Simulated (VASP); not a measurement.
# Si (P6_3/mmc) in VASP: vibrations by perturbation theory with LDA

Aim: the vibrations by perturbation theory of Si with LDA.

Everything below comes from runs of VASP 6.6.1. Logs are shortened: lines on timing, memory, paths and dates and some standing lists are left out, and cuts for length are marked.

## (1) The cell of the first run

It takes space group P6_3/mmc (No. 194, hexagonal). The conventional cell has a = 3.802 Å, b = 3.802 Å, c = 6.290 Å, α = 90.00°, β = 90.00°, γ = 120.00°. Within 3.1 Å of Si (site symmetry 3m) lie 4 Si at 2.33 to 2.35 Å.

This isn't the form of Si at room conditions, which is diamond.

## (2) Vibrations by perturbation theory, LDA

INCAR reads:

```
PREC     = Accurate       # precision mode
ENCUT    = 520            # plane-wave cutoff, eV
EDIFF    = 1E-8           # SCF threshold, eV
ISMEAR   = 0              # smearing method
SIGMA    = 0.01           # smearing width, eV
LREAL    = False          # projectors in reciprocal space
LASPH    = True           # aspherical terms in the spheres
NELM     = 60             # most SCF steps
ALGO     = Normal         # electronic algorithm
ISIF     = 2              # what is computed and relaxed
LWAVE    = False          # write WAVECAR
LCHARG   = False          # write CHGCAR
GGA      = CA             # functional
NBANDS   = 16             # bands
IBRION   = 8              # ionic algorithm
NSW      = 1              # ionic steps
LEPSILON = True           # dielectric tensor by DFPT
```

KPOINTS reads:

```
regular mesh
0
Gamma
  12 12 6
```

POSCAR reads:

```
Si
1.0
    3.8018234850      0.0000000000      0.0000000000
   -1.9009117425      3.2924757187      0.0000000000
    0.0000000000      0.0000000000      6.2900824764
Si
4
Direct
    0.3333333333      0.6666666667      0.0630541391
    0.6666666667      0.3333333333      0.5630541391
    0.3333333333      0.6666666667      0.4369458609
    0.6666666667      0.3333333333      0.9369458609
```

Potentials or basis: VASP PAW LDA potentials, release 64 (Si).

Run with:

```sh
cat potpaw_LDA.64/Si/POTCAR > POTCAR
mpirun -np 1 vasp_std > vasp.out
```

OUTCAR:

```text
PREC = Accurate
   ENCUT = 520
   EDIFF = 1E-8
   ISMEAR = 0
   LREAL = False
   LASPH = True
   NELM = 60
   ISIF = 2
   GGA = CA
   IBRION = 8
   NSW = 1
   LEPSILON = True

 ion  position               nearest neighbor table
   1  0.333  0.667  0.063-   4 2.33   4 2.33   4 2.33   3 2.35
   2  0.667  0.333  0.563-   3 2.33   3 2.33   3 2.33   4 2.35
   3  0.333  0.667  0.437-   2 2.33   2 2.33   2 2.33   1 2.35
   4  0.667  0.333  0.937-   1 2.33   1 2.33   1 2.33   2 2.35

  LATTYP: Found a hexagonal cell.
 ALAT       =     3.8018234850
 C/A-ratio  =     1.6544909308

  Lattice vectors:

 A1 = (   3.8018234850,   0.0000000000,   0.0000000000)
 A2 = (  -1.9009117425,   3.2924757187,   0.0000000000)
 A3 = (   0.0000000000,   0.0000000000,   6.2900824764)

Analysis of symmetry for initial positions (statically):
=====================================================================
 Subroutine PRICEL returns:
 Original cell was already a primitive cell.

 Routine SETGRP: Setting up the symmetry group for a
 hexagonal supercell.

 Subroutine GETGRP returns: Found 24 space group operations
 (whereof 12 operations were pure point group operations)
 out of a pool of 24 trial point group operations.

The static configuration has the point symmetry D_3d.
 The point group associated with its full space group is D_6h.

Analysis of symmetry for dynamics (positions and initial velocities):
=====================================================================
 Subroutine PRICEL returns:
 Original cell was already a primitive cell.

 Routine SETGRP: Setting up the symmetry group for a
 hexagonal supercell.

 Subroutine GETGRP returns: Found 24 space group operations
 (whereof 12 operations were pure point group operations)
 out of a pool of 24 trial point group operations.

The dynamic configuration has the point symmetry D_3d.
 The point group associated with its full space group is D_6h.

 Subroutine INISYM returns: Found 24 space group operations
 (whereof 12 operations are pure point group operations),
 and found     1 'primitive' translations

----------------------------------------------------------------------------------------

                                     Primitive cell

  volume of cell :      78.7356

  direct lattice vectors                    reciprocal lattice vectors
     3.801823485  0.000000000  0.000000000     0.263031675  0.151861408  0.000000000
    -1.900911742  3.292475719  0.000000000     0.000000000  0.303722817  0.000000000
     0.000000000  0.000000000  6.290082476     0.000000000  0.000000000  0.158980427

  length of vectors
     3.801823485  3.801823485  6.290082476     0.303722817  0.303722817  0.158980427

  position of ions in fractional coordinates (direct lattice)
     0.333333333  0.666666667  0.063054139
     0.666666667  0.333333333  0.563054139
     0.333333333  0.666666667  0.436945861
     0.666666667  0.333333333  0.936945861

  ion indices of the primitive-cell ions
   primitive index   ion index
                 1           1
                 2           2
                 3           3
                 4           4

[... 657 lines left out ...]
  free energy    TOTEN  =        -0.02527649 eV

  energy without entropy =       -0.02527649

------------------------ aborting loop because EDIFF is reached ----------------------------------------

 INTERNAL STRAIN TENSOR  FOR ION    1  DIRECTION 3   (eV/Angst):
 -----------------------------------------------------------------------------
    -5.97185  0.00000  0.00000
    -0.00000 -5.97185  0.00000
     0.00000  0.00000 10.58308

 MACROSCOPIC STATIC DIELECTRIC TENSOR (including local field effects in DFT)
 ------------------------------------------------------
          13.143917     0.000000     0.000000
          -0.000000    13.143917     0.000000
           0.000000    -0.000000    14.123982
 ------------------------------------------------------

 PIEZOELECTRIC TENSOR (including local field effects)  for field in x, y, z        (e  Angst)
          XX          YY          ZZ          XY          YZ          ZX
  --------------------------------------------------------------------------------
  x     0.00000     0.00000     0.00000     0.00000     0.00000     0.00000
  y     0.00000     0.00000     0.00000     0.00000     0.00000     0.00000
  z     0.00000     0.00000     0.00000     0.00000     0.00000     0.00000

 PIEZOELECTRIC TENSOR (including local field effects)  for field in x, y, z        (C/m^2)
          XX          YY          ZZ          XY          YZ          ZX
  --------------------------------------------------------------------------------
  x     0.00000     0.00000     0.00000     0.00000     0.00000     0.00000
  y     0.00000     0.00000     0.00000     0.00000     0.00000     0.00000
  z     0.00000     0.00000     0.00000     0.00000     0.00000     0.00000

 BORN EFFECTIVE CHARGES (including local field effects) (in |e|, cummulative output)
 ---------------------------------------------------------------------------------
 ion    1
    1     0.00000     0.00000     0.00000
    2     0.00000    -0.00000    -0.00000
    3     0.00000     0.00000    -0.00000
 ion    2
    1    -0.00000     0.00000    -0.00000
    2     0.00000     0.00000     0.00000
    3     0.00000    -0.00000    -0.00000
 ion    3
    1    -0.00000     0.00000     0.00000
    2     0.00000     0.00000     0.00000
    3    -0.00000    -0.00000    -0.00000
 ion    4
    1     0.00000     0.00000     0.00000
    2     0.00000    -0.00000    -0.00000
    3    -0.00000     0.00000    -0.00000

 INTERNAL STRAIN TENSOR FOR ION    4 for displacements in x,y,z  (eV/Angst):
          X           Y           Z          XY          YZ          ZX
  --------------------------------------------------------------------------------
  x     0.00000     0.00000     0.00000     8.05649     0.00000     6.85231
  y     8.05649    -8.05649     0.00000     0.00000     6.42447     0.00000
  z     5.97185     5.97185   -10.58308     0.00000     0.00000     0.00000

 SECOND DERIVATIVES (NOT SYMMETRIZED)
 ------------------------------------
               1X          1Y          1Z          2X          2Y          2Z          3X          3Y          3Z          4X          4Y          4Z
  1X   -13.162912   -0.000000    0.000000   -0.178368    0.000000    0.000000    0.646542    0.000000   -0.000000   12.694739    0.000000   -0.000000
  1Y     0.000000  -13.162912    0.000000    0.000000   -0.178368    0.000000    0.000000    0.646542    0.000000    0.000000   12.694739    0.000000
  1Z     0.000000   -0.000000  -14.699949    0.000000    0.000000    1.398790    0.000000    0.000000    7.523735    0.000000    0.000000    5.777424
  2X    -0.178368    0.000000    0.000000  -13.162912    0.000000    0.000000   12.694739    0.000000    0.000000    0.646542    0.000000    0.000000
  2Y     0.000000   -0.178368    0.000000    0.000000  -13.162912    0.000000    0.000000   12.694739    0.000000    0.000000    0.646542    0.000000
  2Z     0.000000    0.000000    1.398790    0.000000    0.000000  -14.699949   -0.000000   -0.000000    5.777424    0.000000   -0.000000    7.523735
  3X     0.646542    0.000000    0.000000   12.694739    0.000000    0.000000  -13.162912    0.000000    0.000000   -0.178368    0.000000    0.000000
  3Y     0.000000    0.646542    0.000000    0.000000   12.694739    0.000000    0.000000  -13.162912    0.000000    0.000000   -0.178368    0.000000
  3Z     0.000000   -0.000000    7.523735   -0.000000   -0.000000    5.777424    0.000000    0.000000  -14.699949    0.000000    0.000000    1.398790
  4X    12.694739    0.000000   -0.000000    0.646542    0.000000   -0.000000   -0.178368    0.000000    0.000000  -13.162912   -0.000000    0.000000
  4Y     0.000000   12.694739    0.000000    0.000000    0.646542    0.000000    0.000000   -0.178368    0.000000    0.000000  -13.162912    0.000000
  4Z     0.000000    0.000000    5.777424    0.000000    0.000000    7.523735    0.000000    0.000000    1.398790    0.000000   -0.000000  -14.699949

 Eigenvectors and eigenvalues of the dynamical matrix
 ----------------------------------------------------

   1 f  =   15.237976 THz    95.743025 2PiTHz  508.284156 cm-1    63.019175 meV
             X         Y         Z           dx          dy          dz
     -0.000000  2.194984  0.396616     0.500000    0.000016   -0.000000
      1.900912  1.097492  3.541657     0.500000    0.000016   -0.000000
     -0.000000  2.194984  2.748426    -0.500000   -0.000016    0.000000
      1.900912  1.097492  5.893467    -0.500000   -0.000016    0.000000
[... 57 lines left out ...]
  10 f  =    0.000000 THz     0.000001 2PiTHz    0.000006 cm-1     0.000001 meV
             X         Y         Z           dx          dy          dz
     -0.000000  2.194984  0.396616     0.498752   -0.035156   -0.003171
      1.900912  1.097492  3.541657     0.498752   -0.035156   -0.003171
     -0.000000  2.194984  2.748426     0.498752   -0.035156   -0.003171
      1.900912  1.097492  5.893467     0.498752   -0.035156   -0.003171

  11 f/i=    0.000000 THz     0.000001 2PiTHz    0.000003 cm-1     0.000000 meV
             X         Y         Z           dx          dy          dz
     -0.000000  2.194984  0.396616     0.013629    0.233223   -0.442065
      1.900912  1.097492  3.541657     0.013629    0.233223   -0.442065
     -0.000000  2.194984  2.748426     0.013629    0.233223   -0.442065
      1.900912  1.097492  5.893467     0.013629    0.233223   -0.442065

  12 f/i=    0.000000 THz     0.000001 2PiTHz    0.000006 cm-1     0.000001 meV
             X         Y         Z           dx          dy          dz
     -0.000000  2.194984  0.396616    -0.032562   -0.440875   -0.233600
      1.900912  1.097492  3.541657    -0.032562   -0.440875   -0.233600
     -0.000000  2.194984  2.748426    -0.032562   -0.440875   -0.233600
      1.900912  1.097492  5.893467    -0.032562   -0.440875   -0.233600

--------------------------------------------------------------------------------------------------------

 MACROSCOPIC STATIC DIELECTRIC TENSOR IONIC CONTRIBUTION
 ------------------------------------------------------
           0.000000     0.000000     0.000000
           0.000000     0.000000     0.000000
           0.000000     0.000000     0.000000
 ------------------------------------------------------

 ELASTIC MODULI CONTR FROM IONIC RELAXATION (kBar)
 Direction    XX          YY          ZZ          XY          YZ          ZX
 --------------------------------------------------------------------------------
 XX        -320.1671    101.9302    193.3754     -0.0000     -0.0000     -0.0000
 YY         101.9302   -320.1671    193.3754      0.0000     -0.0000      0.0000
 ZZ         193.3754    193.3754   -342.6923     -0.0000      0.0000     -0.0000
 XY          -0.0000      0.0000     -0.0000   -211.0486     -0.0000      0.0000
 YZ          -0.0000      0.0000      0.0000     -0.0000   -125.9062     -0.0000
 ZX          -0.0000      0.0000     -0.0000      0.0000     -0.0000   -143.2340
 --------------------------------------------------------------------------------

 PIEZOELECTRIC TENSOR IONIC CONTR  for field in x, y, z        (C/m^2)
          XX          YY          ZZ          XY          YZ          ZX
  --------------------------------------------------------------------------------
  x     0.00000     0.00000    -0.00000    -0.00000    -0.00000    -0.00000
  y    -0.00000    -0.00000     0.00000    -0.00000    -0.00000     0.00000
  z    -0.00000     0.00000     0.00000     0.00000    -0.00000    -0.00000
```

Run time: 17 min. Hardware: 1 thread of Intel Xeon Platinum 8488C (Sapphire Rapids), shared host; peak memory 1.1 GiB.

What came out:

```yaml
Electronic_dielectric_tensor_diagonal: 13.14, 13.14, 14.12
Born_charges_mean_of_the_diagonal: Si +0.00 e
Highest_phonon_frequency_at_Γ: 508 cm⁻¹
```

Phonon frequencies in cm⁻¹ (negative: imaginary):
| q point | frequencies |
| --- | --- |
| (0.000, 0.000, 0.000) | 0 0 0 95 95 373 416 492 492 508 508 508 |

Electronic dielectric tensor:
```
13.14  0.00  0.00
 0.00 13.14  0.00
 0.00  0.00 14.12
```

Born effective charge tensors (e):
atom 1, Si
```
0.00 0.00 0.00
0.00 0.00 0.00
0.00 0.00 0.00
```
atom 2, Si
```
0.00 0.00 0.00
0.00 0.00 0.00
0.00 0.00 0.00
```
atom 3, Si
```
0.00 0.00 0.00
0.00 0.00 0.00
0.00 0.00 0.00
```
atom 4, Si
```
0.00 0.00 0.00
0.00 0.00 0.00
0.00 0.00 0.00
```
